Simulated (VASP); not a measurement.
# Ba5Ti4O12 in VASP: further runs

The runs below take Ba5Ti4O12 through single point, with PBE.

Program: VASP 6.6.1. These are calculated values, not measurements. Logs are shortened: lines on timing, memory, paths and dates and some standing lists are left out, and cuts for length are marked.

### 1 The cell of the first run

The cell holds a slab with vacuum, 21 atoms: a = 6.975 Å, b = 5.751 Å, c = 18.743 Å, α = 90.00°, β = 90.00°, γ = 90.00°.

### 2 Single point, PBE

The input, INCAR:

```
SYSTEM = Ba5Ti4O12
ALGO = Normal
EDIFF = 1E-6
ENCUT = 520
GGA = PE
ISIF = 2
ISMEAR = 0
LASPH = .TRUE.
LCHARG = .FALSE.
LREAL = Auto
LWAVE = .FALSE.
NBANDS = 101
NELM = 100
PREC = Accurate
SIGMA = 0.05
```

The input, KPOINTS:

```
k-points
0
G
  2 2 1
  0 0 0
```

The input, POSCAR:

```
Ba5Ti4O12
1.0
    6.9745790000      0.0000000000      0.0000000000
    0.0000000000      5.7506790000      0.0000000000
    0.0000000000      0.0000000000     18.7432490000
Ba Ti O
5 4 12
Direct
    0.6657189035      0.4963893406      0.1422554319
    0.0000000000      0.9965862000      0.0533525000
    1.0344414818      0.4821928823      0.3215856473
    0.3427285293      0.9969204469      0.2289221317
    0.5453196393      0.3274465295      0.4797563055
    0.5000000000      0.9814962000      0.0533525000
    0.1451644308      0.4932961677      0.1307055901
    0.8629391372      0.9805284538      0.2390750665
    0.5469467460      0.4748701956      0.3118024478
    0.3359000000      0.7651112000      0.0958378000
    1.0066932743      0.7671345083      0.1787772667
    0.6855910710     -0.0027788509      0.1140305867
    1.0020314743      0.2621460182      0.1821805574
    0.3271900000      0.2651112000      0.0980928000
    0.0000000000      0.5117952000      0.0533525000
    0.6797315555      0.7542448932      0.2632260799
    0.7122573434      0.5191679771      0.3923672370
    1.0229997408     -0.0140654724      0.3104968590
    0.3632389900      0.3513346244      0.3745907712
    0.6749754003      0.2404545980      0.2642345665
    0.3515129258      0.5273294256      0.2397609956
```

Potentials or basis: VASP PAW PBE potentials, release 64 (Ba_sv, Ti_sv, O).

Launch:

```sh
$ cat potpaw_PBE.64/Ba_sv/POTCAR potpaw_PBE.64/Ti_sv/POTCAR potpaw_PBE.64/O/POTCAR > POTCAR
$ mpirun -np 1 vasp_std > vasp.out
```

OUTCAR:

```text
SYSTEM = Ba5Ti4O12
   EDIFF = 1E-6
   ENCUT = 520
   GGA = PE
   ISIF = 2
   ISMEAR = 0
   LASPH = .TRUE.
   LREAL = Auto
   NELM = 100
   PREC = Accurate

 ion  position               nearest neighbor table
   1  0.666  0.496  0.142-  16 2.71  20 2.72  13 2.81  14 2.83  21 2.86  15 2.87  10 2.90  12 2.92
                            11 2.92  12 2.93   9 3.29   7 3.35   6 3.45   6 3.59   8 3.60   7 3.64
   2  0.000  0.997  0.053-  12 2.47  11 2.70  15 2.79  10 2.81  13 2.86  14 2.88  15 2.96   7 3.36
                             7 3.39   6 3.49   6 3.49   8 3.61   1 4.06   1 4.06   4 4.07
   3  0.034  0.482  0.322-  19 2.61  17 2.62  21 2.70  18 2.86  18 2.91  13 2.91  20 3.06  16 3.12
                            11 3.14   9 3.41   8 3.47   8 3.48   9 3.58   7 3.66   4 3.93   4 4.05
   4  0.343  0.997  0.229-  18 2.70  21 2.71  20 2.79  16 2.81  10 2.83  11 2.85  14 2.90  13 2.96
                            21 3.06  12 3.22   8 3.35   9 3.46   6 3.47   8 3.63   7 3.67   9 3.67
   5  0.545  0.327  0.480-  17 2.29  19 2.35   9 3.26   3 4.61   3 4.72
   6  0.500  0.981  0.053-  12 1.73  10 1.87  14 2.19   1 3.45   4 3.47   2 3.49   2 3.49   1 3.59

   7  0.145  0.493  0.131-  15 1.77  13 1.92  14 1.93  11 2.06  10 2.15   1 3.35   2 3.36   2 3.39
                             1 3.64   3 3.66   4 3.67   4 3.70
   8  0.863  0.981  0.239-  18 1.74  16 1.88  11 1.95  20 2.04  13 2.17   4 3.35   3 3.47   3 3.48
                             1 3.60   2 3.61   4 3.63   1 3.74
   9  0.547  0.475  0.312-  20 1.85  19 1.88  17 1.92  21 1.94  16 2.07   5 3.26   1 3.29   3 3.41
                             4 3.46   3 3.58   4 3.67
  10  0.336  0.765  0.096-   6 1.87   7 2.15   2 2.81   4 2.83   1 2.90
  11  0.007  0.767  0.179-   8 1.95   7 2.06   2 2.70   4 2.85   1 2.92   3 3.14
  12  0.686  0.997  0.114-   6 1.73   2 2.47   1 2.92   1 2.93   4 3.22
  13  0.002  0.262  0.182-   7 1.92   8 2.17   1 2.81   2 2.86   3 2.91   4 2.96
  14  0.327  0.265  0.098-   7 1.93   6 2.19   1 2.83   2 2.88   4 2.90
  15  0.000  0.512  0.053-   7 1.77   2 2.79   1 2.87   2 2.96
  16  0.680  0.754  0.263-   8 1.88   9 2.07   1 2.71   4 2.81   3 3.12
  17  0.712  0.519  0.392-   9 1.92   5 2.29   3 2.62
  18  0.023  0.986  0.310-   8 1.74   4 2.70   3 2.86   3 2.91
  19  0.363  0.351  0.375-   9 1.88   5 2.35   3 2.61
  20  0.675  0.240  0.264-   9 1.85   8 2.04   1 2.72   4 2.79   3 3.06
  21  0.352  0.527  0.240-   9 1.94   3 2.70   4 2.71   1 2.86   4 3.06

  LATTYP: Found a simple orthorhombic cell.
 ALAT       =     5.7506790000
 B/A-ratio  =     1.2128270418
 C/A-ratio  =     3.2593105962

  Lattice vectors:

 A1 = (   0.0000000000,  -5.7506790000,   0.0000000000)
 A2 = (   6.9745790000,   0.0000000000,   0.0000000000)
 A3 = (   0.0000000000,   0.0000000000,  18.7432490000)

Analysis of symmetry for initial positions (statically):
=====================================================================
 Subroutine PRICEL returns:
 Original cell was already a primitive cell.

 Routine SETGRP: Setting up the symmetry group for a
 simple orthorhombic supercell.

 Subroutine GETGRP returns: Found  1 space group operations
 (whereof  1 operations were pure point group operations)
 out of a pool of  8 trial point group operations.

The static configuration has the point symmetry C_1 .

Analysis of symmetry for dynamics (positions and initial velocities):
=====================================================================
 Subroutine PRICEL returns:
 Original cell was already a primitive cell.

 Routine SETGRP: Setting up the symmetry group for a
 simple orthorhombic supercell.

 Subroutine GETGRP returns: Found  1 space group operations
 (whereof  1 operations were pure point group operations)
 out of a pool of  8 trial point group operations.

The dynamic configuration has the point symmetry C_1 .

 Subroutine INISYM returns: Found  1 space group operations
 (whereof  1 operations are pure point group operations),
 and found     1 'primitive' translations

----------------------------------------------------------------------------------------

                                     Primitive cell

  volume of cell :     751.7648

  direct lattice vectors                    reciprocal lattice vectors
     6.974579000  0.000000000  0.000000000     0.143377830  0.000000000  0.000000000
     0.000000000  5.750679000  0.000000000     0.000000000  0.173892509  0.000000000
[... 50 lines left out ...]
                21          21

----------------------------------------------------------------------------------------

 KPOINTS: k-points

Automatic generation of k-mesh.
 Grid dimensions read from file:
 generate k-points for:    2    2    1

 Generating k-lattice:

  Cartesian coordinates                     Fractional coordinates (reciprocal lattice)
     0.071688915  0.000000000  0.000000000     0.500000000  0.000000000  0.000000000
     0.000000000  0.086946255  0.000000000     0.000000000  0.500000000  0.000000000
     0.000000000  0.000000000  0.053352543     0.000000000  0.000000000  1.000000000

  Length of vectors
     0.071688915  0.086946255  0.053352543

  Shift w.r.t. Gamma in fractional coordinates (k-lattice)
     0.000000000  0.000000000  0.000000000

 Subroutine IBZKPT returns following result:
 ===========================================

 Found      4 irreducible k-points:

 Following reciprocal coordinates:
            Coordinates               Weight
  0.000000  0.000000  0.000000      1.000000
  0.500000  0.000000  0.000000      1.000000
  0.000000  0.500000  0.000000      1.000000
  0.500000  0.500000  0.000000      1.000000
   k-points           NKPTS =      4   k-points in BZ     NKDIM =      4   number of bands    NBANDS=    101
   number of dos      NEDOS =    301   number of ions     NIONS =     21
   total plane-waves  NPLWV = 362880
   dimension x,y,z NGX =    54 NGY =   48 NGZ =  140
   dimension x,y,z NGXF=   108 NGYF=   96 NGZF=  280
   ions per type =               5   4  12
   NGX,Y,Z   is equivalent  to a cutoff of  12.87, 13.88, 12.42 a.u.
   NGXF,Y,Z  is equivalent  to a cutoff of  25.74, 27.75, 24.84 a.u.
 SYSTEM =  Ba5Ti4O12
   PREC   = accura    normal or accurate (medium, high low for compatibility)
   ISTART =      0    job   : 0-new  1-cont  2-samecut
   ICHARG =      2    charge: 1-file 2-atom 10-const
   ISPIN  =      1    spin polarized calculation?
   LNONCOLLINEAR =      F non collinear calculations
   LSORBIT =      F    spin-orbit coupling
   LASPH  =      T    aspherical Exc in radial PAW
   ENCUT  =  520.0 eV  38.22 Ry    6.18 a.u.  12.97 10.69 34.85*2*pi/ulx,y,z
   NELM   =    100;   NELMIN=  2; NELMDL= -5     # of ELM steps
   EDIFF  = 0.1E-05   stopping-criterion for ELM
   LREAL  =      T    real-space projection
   EDIFFG = 0.1E-04   stopping-criterion for IOM
   NSW    =      0    number of steps for IOM
   IBRION =     -1    ionic relax: 0-MD 1-quasi-New 2-CG
   NFREE  =      0    steps in history (QN), initial steepest desc. (CG)
   ISIF   =      2    stress and relaxation
   ISYM   =      2    0-nonsym 1-usesym 2-fastsym
   POTIM  = 0.5000    time-step for ionic-motion
   TEBEG  =    0.0;   TEEND  =   0.0 temperature during run
   PSTRESS=    0.0 pullay stress
   NELECT =     170.0000    total number of electrons
   NUPDOWN=      -1.0000    fix difference up-down
   EMIN   =  10.00;   EMAX   =-10.00  energy-range for DOS
   EFERMI =   0.00;   METHOD = LEGACY
   ISMEAR =     0;   SIGMA  =   0.05  broadening in eV -4-tet -1-fermi 0-gaus
   EFERMI_NEDOS =   21; number of points for ismear=-14 and -15
   IALGO  =     38    algorithm
   IMIX   =      4    mixing-type and parameters
     AMIX     =   0.40;   BMIX     =  1.00
     AMIX_MAG =   1.60;   BMIX_MAG =  1.00
  volume/ion in A,a.u.               =      35.80       241.58
  Fermi-wavevector in a.u.,A,eV,Ry     =   0.997387  1.884789 13.534821  0.994781
  Thomas-Fermi vector in A             =   2.129540
   LORBIT       =      0    0 simple, 1 ext, 2 COOP (PROOUT), +10 PAW based schemes
   GGA     = PE    functional components
   LHFCALC =     F    Hartree Fock is set to
   AEXX    =    0.0000 exact exchange contribution
   IVDW    =     0    specifies the selected vdW correction
   LEPSILON=     F    determine dielectric tensor
   LRPA    =     F    only Hartree local field effects (RPA)
 non-spin polarized calculation
 Gauss-broadening in eV      SIGMA  =   0.05
  energy-cutoff  :      520.00
  volume of cell :      751.76
 maximum number of plane-waves:     20270
 NGX is ok and might be reduce to    54
   NGX = 25   NGY = 21   NGZ = 69

 number of electron     169.9999986 magnetization

 Free energy of the ion-electron system (eV)
  ---------------------------------------------------
  ext. energy  EPLUGINS =         0.00000000
  ---------------------------------------------------
  free energy    TOTEN  =      -156.50895225 eV

  energy without entropy =     -156.49496695  energy(sigma->0) =     -156.50195960

 E-fermi :   0.9489     XC(G=0):  -5.6594

 val. band max:        0.9402555386   @ k =   0.5000   0.5000   0.0000
 cond. band min:       0.9581671289   @ k =   0.0000   0.5000   0.0000
 fundamental gap:      0.0179115903
 Fermi energy:         0.9489266375

 k-point     1 :       0.0000    0.0000    0.0000
  band No.  band energies     occupation
      1     -57.6452      2.00000
      2     -57.4602      2.00000
      3     -57.4010      2.00000
      4     -57.2150      2.00000
      5     -34.3079      2.00000
      6     -34.0539      2.00000
[... 389 lines left out ...]
     96       2.4754      0.00000
     97       2.4995      0.00000
 [bands above 97 left out]

------------------------ aborting loop because EDIFF is reached ----------------------------------------

  FORCE on cell =-STRESS in cart. coord.  units (eV):
  Direction    XX          YY          ZZ          XY          YZ          ZX
  --------------------------------------------------------------------------------------
  -------------------------------------------------------------------------------------
  Total        9.8328511     -1.2502674      1.0971460      1.2043488     -1.1970357      2.2411348
  in kB       20.9559833     -2.6645967      2.3382610      2.5667339     -2.5511482      4.7763546
  external PRESSURE =       6.8765492 kB  Pullay stress =       0.0000000 kB

 VOLUME and BASIS-vectors are now :
 -----------------------------------------------------------------------------
  energy-cutoff  :      520.00
  volume of cell :      751.76
      direct lattice vectors                 reciprocal lattice vectors
     6.974579000  0.000000000  0.000000000     0.143377830  0.000000000  0.000000000
     0.000000000  5.750679000  0.000000000     0.000000000  0.173892509  0.000000000
     0.000000000  0.000000000 18.743249000     0.000000000  0.000000000  0.053352543

 POSITION                                       TOTAL-FORCE (eV/Angst)
 -----------------------------------------------------------------------------------
      4.64311      2.85458      2.66633        -0.026864      0.001630     -0.111884
      0.00000      5.73105      1.00000         1.132166      0.056848     -0.710276
      0.24021      2.77294      6.02756        -0.040108      0.015928      0.012624
      2.39039      5.73297      4.29074         0.035798      0.069050      0.025675
      3.80337      1.88304      8.99219        -0.047751     -0.262199      0.685166
      3.48729      5.64427      1.00000        -3.723330      0.868005      2.466092
[... 13 lines left out ...]
      4.70767      1.38278      4.95261         0.068928     -0.086260      0.006338
      2.45165      3.03250      4.49390         0.015762     -0.030464     -0.045701
 -----------------------------------------------------------------------------------
    total drift:                                0.010569     -0.027561      0.002445

  FREE ENERGIE OF THE ION-ELECTRON SYSTEM (eV)
  ---------------------------------------------------
  free  energy   TOTEN  =      -156.5089522542 eV

  energy  without entropy=     -156.4949669548  energy(sigma->0) =     -156.50195960
```

Wall time 12 min (1 thread of Intel Xeon Platinum 8488C (Sapphire Rapids), shared host); peak memory 0.8 GiB.

Results:

```yaml
Free_energy: -156.5090 eV
Largest_force: 4.550 eV/Å
Band_gap_on_the_k_mesh: zero (bands 85 and 86 overlap by 0.26 eV)
```

Forces in eV/Å, atoms in the order of the input:
```
Ba  -0.027  0.002 -0.112
Ba   1.132  0.057 -0.710
Ba  -0.040  0.016  0.013
Ba   0.036  0.069  0.026
Ba  -0.048 -0.262  0.685
Ti  -3.723  0.868  2.466
Ti   0.083  0.038  0.100
Ti  -0.088  0.037 -0.106
Ti  -0.009  0.068  0.008
O    1.294  0.481 -1.390
O    0.006 -0.044  0.028
O   -0.067  0.010  0.164
O   -0.003 -0.019  0.029
O    1.572 -1.290 -1.266
O   -0.263 -0.135  0.335
O    0.003  0.014  0.062
O    0.196  0.261 -0.233
O    0.033 -0.006  0.162
O   -0.172 -0.047 -0.221
O    0.069 -0.086  0.006
O    0.016 -0.030 -0.046
```

Levels at points of the mesh, in eV from the Fermi level:
| k point | band 81 | band 82 | band 83 | band 84 | band 85 | band 86 | band 87 | band 88 | band 89 | band 90 |
| --- | --- | --- | --- | --- | --- | --- | --- | --- | --- | --- |
| (0.00, 0.00, 0.00) | -2.83 | -2.63 | -2.59 | -2.48 | -0.33 | -0.25 | 0.11 | 0.43 | 0.67 | 0.68 |
| (0.50, 0.00, 0.00) | -2.89 | -2.63 | -2.54 | -2.46 | -0.18 | 0.09 | 0.16 | 0.54 | 0.62 | 0.76 |
| (0.00, 0.50, 0.00) | -2.86 | -2.81 | -2.68 | -2.54 | 0.01 | 0.30 | 0.56 | 0.75 | 0.76 | 0.87 |
| (0.50, 0.50, 0.00) | -2.94 | -2.88 | -2.67 | -2.56 | -0.01 | 0.37 | 0.62 | 0.70 | 1.00 | 1.04 |

Caveat: the k points lie up to 0.55 Å⁻¹ apart; there is no dipole correction, which matters where the two faces differ; spin-orbit coupling is left out, which moves the levels of the heavy elements; semilocal functionals often make such compounds metallic where correlation or magnetic order opens a gap, which also shifts bond lengths.

[end of part 1 of 2]
